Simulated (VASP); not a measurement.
# SiC (P6_3mc) in VASP: vibrations by perturbation theory with PBE

Aim: the vibrations by perturbation theory of SiC with PBE.

Program: VASP 6.6.1. These are calculated values, not measurements. Logs are shortened: lines on timing, memory, paths and dates and some standing lists are left out, and cuts for length are marked.

## (1) The cell of the first run

The structure is hexagonal, space group P6_3mc (No. 186). The conventional cell has a = 3.092 Å, b = 3.092 Å, c = 5.074 Å, α = 90.00°, β = 90.00°, γ = 120.00°. Within 2.5 Å of Si (site symmetry 3m) lie 4 C at 1.89 to 1.91 Å. Within 2.5 Å of C (site symmetry 3m) lie 4 Si at 1.89 to 1.91 Å.

## (2) Vibrations by perturbation theory, PBE

Contents of INCAR:

```
SYSTEM = SiC
  ALGO = Normal
  EDIFF = 1E-8
  ENCUT = 520
  GGA = PE
  IBRION = 8
  ISIF = 2
  ISMEAR = 0
  LASPH = .True.
  LCHARG = .True.
  LEPSILON = .True.
  LREAL = .False.
  LWAVE = .False.
  NBANDS = 16
  NELM = 60
  NSW = 1
  PREC = Accurate
  SIGMA = 0.01
```

Contents of KPOINTS:

```
k-points
0
Gamma
  12 12 6
  0 0 0
```

Contents of POSCAR:

```
SiC
1.0
    3.0919056629      0.0000000000      0.0000000000
   -1.5459528315      2.6776688501      0.0000000000
    0.0000000000      0.0000000000      5.0742979411
Si C
2 2
Direct
    0.3333333333      0.6666666667      0.0045798239
    0.6666666667      0.3333333333      0.5045798239
    0.3333333333      0.6666666667      0.3804201761
    0.6666666667      0.3333333333      0.8804201761
```

Potentials or basis: VASP PAW PBE potentials, release 64 (Si, C).

The run is started by

```
$ cat potpaw_PBE.64/Si/POTCAR potpaw_PBE.64/C/POTCAR > POTCAR
$ mpirun -np 1 vasp_std > vasp.out
```

OUTCAR:

```text
SYSTEM = SiC
   EDIFF = 1E-8
   ENCUT = 520
   GGA = PE
   IBRION = 8
   ISIF = 2
   ISMEAR = 0
   LASPH = .True.
   LEPSILON = .True.
   LREAL = .False.
   NELM = 60
   NSW = 1
   PREC = Accurate

 ion  position               nearest neighbor table
   1  0.333  0.667  0.005-   4 1.89   4 1.89   4 1.89   3 1.91   2 3.10   2 3.10   2 3.10   2 3.10
                             2 3.10   2 3.10
   2  0.667  0.333  0.505-   3 1.89   3 1.89   3 1.89   4 1.91   1 3.10   1 3.10   1 3.10   1 3.10
                             1 3.10   1 3.10
   3  0.333  0.667  0.380-   2 1.89   2 1.89   2 1.89   1 1.91
   4  0.667  0.333  0.880-   1 1.89   1 1.89   1 1.89   2 1.91

  LATTYP: Found a hexagonal cell.
 ALAT       =     3.0919056629
 C/A-ratio  =     1.6411554861

  Lattice vectors:

 A1 = (   3.0919056629,   0.0000000000,   0.0000000000)
 A2 = (  -1.5459528315,   2.6776688501,   0.0000000000)
 A3 = (   0.0000000000,   0.0000000000,   5.0742979411)

Analysis of symmetry for initial positions (statically):
=====================================================================
 Subroutine PRICEL returns:
 Original cell was already a primitive cell.

 Routine SETGRP: Setting up the symmetry group for a
 hexagonal supercell.

 Subroutine GETGRP returns: Found 12 space group operations
 (whereof  6 operations were pure point group operations)
 out of a pool of 24 trial point group operations.

The static configuration has the point symmetry C_3v.
 The point group associated with its full space group is C_6v.

Analysis of symmetry for dynamics (positions and initial velocities):
=====================================================================
 Subroutine PRICEL returns:
 Original cell was already a primitive cell.

 Routine SETGRP: Setting up the symmetry group for a
 hexagonal supercell.

 Subroutine GETGRP returns: Found 12 space group operations
 (whereof  6 operations were pure point group operations)
 out of a pool of 24 trial point group operations.

The dynamic configuration has the point symmetry C_3v.
 The point group associated with its full space group is C_6v.

 Subroutine INISYM returns: Found 12 space group operations
 (whereof  6 operations are pure point group operations),
 and found     1 'primitive' translations

----------------------------------------------------------------------------------------

                                     Primitive cell

  volume of cell :      42.0106

  direct lattice vectors                    reciprocal lattice vectors
     3.091905663  0.000000000  0.000000000     0.323425133  0.186729588  0.000000000
    -1.545952831  2.677668850  0.000000000     0.000000000  0.373459175  0.000000000
     0.000000000  0.000000000  5.074297941     0.000000000  0.000000000  0.197071597

  length of vectors
     3.091905663  3.091905663  5.074297941     0.373459175  0.373459175  0.197071597

  position of ions in fractional coordinates (direct lattice)
     0.333333333  0.666666667  0.004579824
     0.666666667  0.333333333  0.504579824
     0.333333333  0.666666667  0.380420176
     0.666666667  0.333333333  0.880420176

  ion indices of the primitive-cell ions
   primitive index   ion index
                 1           1
                 2           2
                 3           3
                 4           4

----------------------------------------------------------------------------------------

 KPOINTS: k-points

Automatic generation of k-mesh.
 Grid dimensions read from file:
 generate k-points for:   12   12    6

 Generating k-lattice:

[... 607 lines left out ...]

 Free energy of the ion-electron system (eV)
  ---------------------------------------------------
  ---------------------------------------------------
  free energy    TOTEN  =        -0.74672174 eV

  energy without entropy =       -0.74672174

------------------------ aborting loop because EDIFF is reached ----------------------------------------

--------------------------------------- Ionic step        2  -------------------------------------------

------------------------ aborting loop because EDIFF is reached ----------------------------------------

--------------------------------------- Ionic step        3  -------------------------------------------

------------------------ aborting loop because EDIFF is reached ----------------------------------------

 PIEZOELECTRIC TENSOR FIELD DIRECTION 3  (e Angst)
 -----------------------------------------------------------------------------
     1.23682 -0.00000  0.00000           (  0.06236 -0.00000  0.00000)
    -0.00000  1.23682  0.00000           ( -0.00000  0.06236  0.00000)
     0.00000  0.00000 -2.14471           (  0.00000  0.00000 -0.11981)

 PIEZOELECTRIC TENSOR FIELD DIRECTION 3  (C/m^2)
 -----------------------------------------------------------------------------
     0.47169 -0.00000  0.00000
    -0.00000  0.47169  0.00000
     0.00000  0.00000 -0.81794

[... ionic steps 4 to 9 ...]

--------------------------------------- Ionic step       10  -------------------------------------------

------------------------ aborting loop because EDIFF is reached ----------------------------------------

[... ionic steps 11 to 11 ...]

--------------------------------------- Ionic step       12  -------------------------------------------

 Free energy of the ion-electron system (eV)
  ---------------------------------------------------
  ---------------------------------------------------
  free energy    TOTEN  =        -0.13501721 eV

  energy without entropy =       -0.13501721

------------------------ aborting loop because EDIFF is reached ----------------------------------------

 INTERNAL STRAIN TENSOR  FOR ION    3  DIRECTION 3   (eV/Angst):
 -----------------------------------------------------------------------------
     4.64242 -0.00000 -0.00000
    -0.00000  4.64242  0.00000
    -0.00000  0.00000 -8.74701

 MACROSCOPIC STATIC DIELECTRIC TENSOR (including local field effects in DFT)
 ------------------------------------------------------
           6.960602    -0.000000     0.000000
          -0.000000     6.960602    -0.000000
          -0.000000     0.000000     7.325698
 ------------------------------------------------------

 PIEZOELECTRIC TENSOR (including local field effects)  for field in x, y, z        (e  Angst)
          XX          YY          ZZ          XY          YZ          ZX
  --------------------------------------------------------------------------------
  x     0.00000    -0.00000     0.00000    -0.00000    -0.00000     1.53575
  y    -0.00000    -0.00000     0.00000    -0.00000     1.53575    -0.00000
  z     1.23682     1.23682    -2.14471    -0.00000     0.00000     0.00000

 PIEZOELECTRIC TENSOR (including local field effects)  for field in x, y, z        (C/m^2)
          XX          YY          ZZ          XY          YZ          ZX
  --------------------------------------------------------------------------------
  x     0.00000    -0.00000     0.00000    -0.00000    -0.00000     0.58570
  y    -0.00000    -0.00000     0.00000    -0.00000     0.58570    -0.00000
  z     0.47169     0.47169    -0.81794    -0.00000     0.00000     0.00000

 BORN EFFECTIVE CHARGES (including local field effects) (in |e|, cummulative output)
 ---------------------------------------------------------------------------------
 ion    1
    1     2.64539    -0.00000    -0.00000
    2    -0.00000     2.64539     0.00000
    3     0.00000     0.00000     2.84427
 ion    2
    1     2.64539    -0.00000     0.00000
    2    -0.00000     2.64539    -0.00000
    3    -0.00000    -0.00000     2.84427
 ion    3
    1    -2.64539     0.00000     0.00000
    2     0.00000    -2.64539    -0.00000
    3    -0.00000     0.00000    -2.84427
 ion    4
    1    -2.64539     0.00000    -0.00000
    2     0.00000    -2.64539     0.00000
    3     0.00000    -0.00000    -2.84427

 INTERNAL STRAIN TENSOR FOR ION    4 for displacements in x,y,z  (eV/Angst):
          X           Y           Z          XY          YZ          ZX
  --------------------------------------------------------------------------------
  x    -0.00000     0.00000     0.00000     8.85134    -0.00000     5.27856
  y     8.85134    -8.85134    -0.00000     0.00000     5.47004    -0.00000
  z     4.64242     4.64242    -8.74701    -0.00000     0.00000     0.00000

 SECOND DERIVATIVES (NOT SYMMETRIZED)
 ------------------------------------
               1X          1Y          1Z          2X          2Y          2Z          3X          3Y          3Z          4X          4Y          4Z
  1X   -19.367280    0.000000   -0.000000    0.620096   -0.000000   -0.000000    2.158984   -0.000000   -0.000000   16.588199   -0.000000   -0.000000
  1Y     0.000000  -19.367280    0.000000   -0.000000    0.620096   -0.000000   -0.000000    2.158984    0.000000   -0.000000   16.588199   -0.000000
  1Z    -0.000000    0.000000  -26.313121    0.000000    0.000000    8.933776    0.000000    0.000000    8.397769   -0.000000    0.000000    8.981576
  2X     0.620096   -0.000000    0.000000  -19.367280    0.000000    0.000000   16.588199   -0.000000   -0.000000    2.158984   -0.000000    0.000000
  2Y    -0.000000    0.620096    0.000000    0.000000  -19.367280   -0.000000   -0.000000   16.588199   -0.000000   -0.000000    2.158984   -0.000000
  2Z    -0.000000   -0.000000    8.933776    0.000000   -0.000000  -26.313121    0.000000    0.000000    8.981576   -0.000000    0.000000    8.397769
  3X     2.159855   -0.000000    0.000000   16.589640   -0.000000   -0.000000  -18.743910    0.000000   -0.000000   -0.005585    0.000000    0.000000
  3Y    -0.000000    2.159855    0.000000   -0.000000   16.589640    0.000000    0.000000  -18.743910    0.000000    0.000000   -0.005585   -0.000000
  3Z     0.000000   -0.000000    8.350610   -0.000000    0.000000    9.030029    0.000000    0.000000  -23.376884   -0.000000    0.000000    5.996246
  4X    16.589640   -0.000000    0.000000    2.159855   -0.000000    0.000000   -0.005585    0.000000   -0.000000  -18.743910    0.000000    0.000000
  4Y    -0.000000   16.589640   -0.000000   -0.000000    2.159855    0.000000    0.000000   -0.005585    0.000000    0.000000  -18.743910   -0.000000
  4Z     0.000000   -0.000000    9.030029   -0.000000    0.000000    8.350610    0.000000    0.000000    5.996246   -0.000000    0.000000  -23.376884

 Eigenvectors and eigenvalues of the dynamical matrix
 ----------------------------------------------------

   1 f  =   24.452562 THz   153.639979 2PiTHz  815.649676 cm-1   101.127626 meV
             X         Y         Z           dx          dy          dz
     -0.000000  1.785113  0.023239     0.000000   -0.000000    0.020400
      1.545953  0.892556  2.560388     0.000000   -0.000000   -0.020400
     -0.000000  1.785113  1.930365    -0.000000    0.000000    0.706812
      1.545953  0.892556  4.467514    -0.000000    0.000000   -0.706812
[... 71 lines left out ...]
  12 f/i=    0.000659 THz     0.004142 2PiTHz    0.021987 cm-1     0.002726 meV
             X         Y         Z           dx          dy          dz
     -0.000000  1.785113  0.023239     0.271127    0.526046   -0.000000
      1.545953  0.892556  2.560388     0.271127    0.526046   -0.000000
     -0.000000  1.785113  1.930365     0.177296    0.343993   -0.000000
      1.545953  0.892556  4.467514     0.177296    0.343993   -0.000000

--------------------------------------------------------------------------------------------------------

 MACROSCOPIC STATIC DIELECTRIC TENSOR IONIC CONTRIBUTION
 ------------------------------------------------------
           3.215531    -0.000000     0.000000
          -0.000000     3.215531    -0.000000
           0.000000    -0.000000     4.009851
 ------------------------------------------------------

 ELASTIC MODULI CONTR FROM IONIC RELAXATION (kBar)
 Direction    XX          YY          ZZ          XY          YZ          ZX
 --------------------------------------------------------------------------------
 XX        -413.9902    224.6214    178.4365      0.0000      0.0000     -0.0000
 YY         224.6214   -413.9902    178.4365      0.0000      0.0000     -0.0000
 ZZ         178.4365    178.4365   -336.2706     -0.0000     -0.0000      0.0000
 XY           0.0000      0.0000     -0.0000   -319.3058     -0.0000     -0.0000
 YZ          -0.0000      0.0000     -0.0000     -0.0000   -105.1205      0.0000
 ZX          -0.0000     -0.0000      0.0000     -0.0000      0.0000   -112.8482
 --------------------------------------------------------------------------------

 PIEZOELECTRIC TENSOR IONIC CONTR  for field in x, y, z        (C/m^2)
          XX          YY          ZZ          XY          YZ          ZX
  --------------------------------------------------------------------------------
  x    -0.00000    -0.00000     0.00000    -0.00000     0.00000    -0.56682
  y    -0.00000     0.00000    -0.00000    -0.00000    -0.54707     0.00000
  z    -0.57980    -0.57980     1.09265     0.00000     0.00000    -0.00000
```

It took 17 min on 1 thread of AMD EPYC 7R13 (Zen 3), shared host; peak memory 0.65 GiB.

Results:

```
Electronic dielectric tensor (diagonal)                 : 6.96, 6.96, 7.33
Born charges (mean of the diagonal)                     : Si +2.71; C -2.71 e
Highest phonon frequency at Γ, LO-TO splitting left out : 816 cm⁻¹
```

Phonon frequencies in cm⁻¹ (negative: imaginary):
```tsv
q point	frequencies
(0.000, 0.000, 0.000)	0 0 0 257 257 584 743 743 750 778 778 816
```

Electronic dielectric tensor:
```
6.96 0.00 0.00
0.00 6.96 0.00
0.00 0.00 7.33
```

Born effective charge tensors (e):
atom 1, Si
```
2.65 0.00 0.00
0.00 2.65 0.00
0.00 0.00 2.84
```
atom 2, Si
```
2.65 0.00 0.00
0.00 2.65 0.00
0.00 0.00 2.84
```
atom 3, C
```
-2.65  0.00  0.00
 0.00 -2.65  0.00
 0.00  0.00 -2.84
```
atom 4, C
```
-2.65  0.00  0.00
 0.00 -2.65  0.00
 0.00  0.00 -2.84
```
